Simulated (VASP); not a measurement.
Write the native input for VASP 6.6.1 that does the following.

```
Task                   : single point
Functional             : PBE
Potentials or basis    : VASP PAW PBE potentials, release 64 (Ga_d, Sb)
Cutoff                 : 520 eV
k mesh                 : 4 × 4 × 4
Occupations            : gaussian, width 0.1 eV
Spin                   : no spin polarisation
Dipole correction      : no
Further INCAR settings : ALGO = Normal; EDIFF = 1e-07; NBANDS = 24
```

The structure of GaSb4 lies in POSCAR:

```
GaSb4
1.0
    4.4861320622      0.0000000000      0.0000000000
    0.0000000000      4.4861320622      0.0000000000
    0.0000000000      0.0000000000      7.3443225874
Ga Sb
1 4
Direct
    0.5000000000      0.5000000000      0.0000000000
    0.0000000000      0.5000000000      0.7044708781
    0.5000000000      0.0000000000      0.7044708781
    0.0000000000      0.5000000000      0.2955291219
    0.5000000000      0.0000000000      0.2955291219
```

The cell was generated, and may not be a known phase.

One way to write it, as run:

INCAR

```
SYSTEM = GaSb4
ALGO = Normal
EDIFF = 1E-7
ENCUT = 520
GGA = PE
ISIF = 2
ISMEAR = 0
LASPH = .True.
LCHARG = .False.
LREAL = .False.
LWAVE = .False.
NBANDS = 24
NELM = 60
PREC = Accurate
SIGMA = 0.1
```

KPOINTS

```
k-points
0
Gamma
  4 4 4
  0 0 0
```

Potentials or basis: VASP PAW PBE potentials, release 64 (Ga_d, Sb).

Launch:

```console
$ cat potpaw_PBE.64/Ga_d/POTCAR potpaw_PBE.64/Sb/POTCAR > POTCAR
$ mpirun -np 1 vasp_std > vasp.out
```

Results of the run:

The pressure is 0.1 GPa and the largest force is 0.004 eV/Å. The band gap on the k mesh is zero (an odd number of electrons rules out a gap without spin polarisation).

Caveat: spin-orbit coupling is left out, which moves the levels of the heavy elements; an odd number of electrons without spin polarisation forces a metal; a magnetic or distorted state may lie lower.

Run time: 32 s on 1 thread of Intel(R) Xeon(R) 6975P-C (Granite Rapids), on a shared host, peak memory 0.27 GiB.
